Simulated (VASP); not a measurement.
Pb, 2 atoms in the cell. Symmetry: C2/m, No. 12, monoclinic system. The conventional cell has a = 6.077 Å, b = 3.501 Å, c = 6.452 Å, α = 90.00°, β = 109.14°, γ = 90.00°. Within 4.4 Å of Pb (site symmetry m) lie 10 Pb at 3.34 to 3.51 Å. 

```yaml
Program: VASP 6.6.1
Task: single point
Functional: PBE
Potentials_or_basis: VASP PAW PBE potentials, release 64 (Pb_d)
Cutoff: 520 eV
k_mesh: 12 × 12 × 6
Occupations: gaussian, width 0.05 eV
Spin: no spin polarisation
Dipole_correction: no
k_mesh_for_the_DOS: 18 × 18 × 9
Occupations_for_the_DOS: tetrahedron
Further_INCAR_settings: ALGO = Fast; EDIFF = 1e-06
```

Potentials or basis: VASP PAW PBE potentials, release 64 (Pb_d).

Launch:

```bash
$ cat potpaw_PBE.64/Pb_d/POTCAR > POTCAR
$ cp INCAR.step1 INCAR
$ cp KPOINTS.step1 KPOINTS
$ mpirun -np 1 vasp_std > vasp.out
$ cp INCAR.step2 INCAR
$ cp KPOINTS.step2 KPOINTS
$ mpirun -np 1 vasp_std > vasp.out
```

Hardware: 1 thread of Intel(R) Xeon(R) Platinum 8259CL CPU @ 2.50GHz (Skylake/Cascade Lake), on a shared host.

Task: How long does it take, and how much memory?

Result: It took 23 min on 1 thread of Intel(R) Xeon(R) Platinum 8259CL CPU @ 2.50GHz (Skylake/Cascade Lake), on a shared host, peak memory 0.78 GiB. Counts: k points 775.
